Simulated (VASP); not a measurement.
Input of a VASP 6.6.1 run:

The input INCAR:

```
SYSTEM = Li2Se
PREC = Accurate
ENCUT = 750
EDIFF = 1E-6
ISMEAR = 0
SIGMA = 0.02
LREAL = .False.
LASPH = .True.
NELM = 120
ALGO = Normal
ISIF = 2
LWAVE = .False.
LCHARG = .True.
GGA = PE
LELF = .True.
LVHAR = .True.
NBANDS = 13
GGA_COMPAT = .False.
```

Contents of KPOINTS:

```
Automatic mesh
0
Gamma
  8 8 8
  0 0 0
```

File POSCAR:

```
Li2Se
1.0
    0.0000000000      3.0322296562      3.0322296562
    3.0322296562      0.0000000000      3.0322296562
    3.0322296562      3.0322296562      0.0000000000
Li Se
2 1
Direct
    0.2500000000      0.2500000000      0.2500000000
    0.7500000000      0.7500000000      0.7500000000
    0.0000000000      0.0000000000      0.0000000000
```

Potentials or basis: VASP PAW PBE potentials, release 64 (Li_sv, Se).

Launch:

```bash
$ cat potpaw_PBE.64/Li_sv/POTCAR potpaw_PBE.64/Se/POTCAR > POTCAR
$ mpirun -np 1 vasp_std > vasp.out
```

Question: What does it give for the pressure?

Answer: -1.0 GPa.

Question: Predict the band gap on the k mesh.

Answer: 3.00 eV, indirect (least direct gap 3.26 eV).

 A k mesh can miss the band edges.
